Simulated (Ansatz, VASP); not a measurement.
Pb: VASP beside Ansatz

The input INCAR:

```
SYSTEM = Pb
PREC = Accurate
ENCUT = 520
EDIFF = 1E-6
ISMEAR = 1
SIGMA = 0.3
LREAL = .False.
LASPH = .True.
NELM = 60
ALGO = Normal
ISIF = 2
LWAVE = .False.
LCHARG = .True.
GGA = PE
LELF = .True.
LVHAR = .True.
NBANDS = 13
```

Contents of KPOINTS:

```
regular mesh
0
Gamma
  11 11 11
  0 0 0
```

POSCAR

```
Pb
1.0
    0.0000000000      2.5175937382      2.5175937382
    2.5175937382      0.0000000000      2.5175937382
    2.5175937382      2.5175937382      0.0000000000
Pb
1
Direct
    0.0000000000      0.0000000000      0.0000000000
```

Input for Ansatz:

```yaml
crystal:
  lattice:
    - [0.0, 2.5175937382, 2.5175937382]
    - [2.5175937382, 0.0, 2.5175937382]
    - [2.5175937382, 2.5175937382, 0.0]
  atoms:
    - { symbol: Pb, position: [0.0, 0.0, 0.0] }
hamiltonian:
  xc: pbe
  pseudopotentials:
    kind: paw
    azcp:
      Pb: "pseudopotentials/Pb.paw.azcp"
basis:
  ecutwfc: 420
  fft_grid_basis: typed
kpoints:
  mp_grid: { grid: [11, 11, 11], shift: [0, 0, 0] }
magnetization:
  spin_polarized: false
scf:
  occupations: { method: methfessel_paxton, width: 0.3 }
  lower_state_search: "off"
output:
  stress: true
```

Alike in both runs: task single point; functional PBE; k mesh 11 × 11 × 11; occupations methfessel-paxton of order 1, width 0.3 eV; no spin polarisation.

|  | VASP | Ansatz |
| --- | --- | --- |
| version | VASP 6.6.1 | Ansatz 0.2.0 |
| potentials or method | VASP PAW PBE potentials, release 64 (Pb_d), cutoff 520 eV | plane waves (420 eV) with PAW, scalar-relativistic |
| valence electrons in the cell | 14 | 14 |

```tsv
	VASP	Ansatz	Ansatz less VASP
pressure (GPa)	-0.1	-0.1	+0.05
```

With one functional, cell and mesh, what is left measures potentials, basis and numerics.

Neither program's run includes spin-orbit coupling.
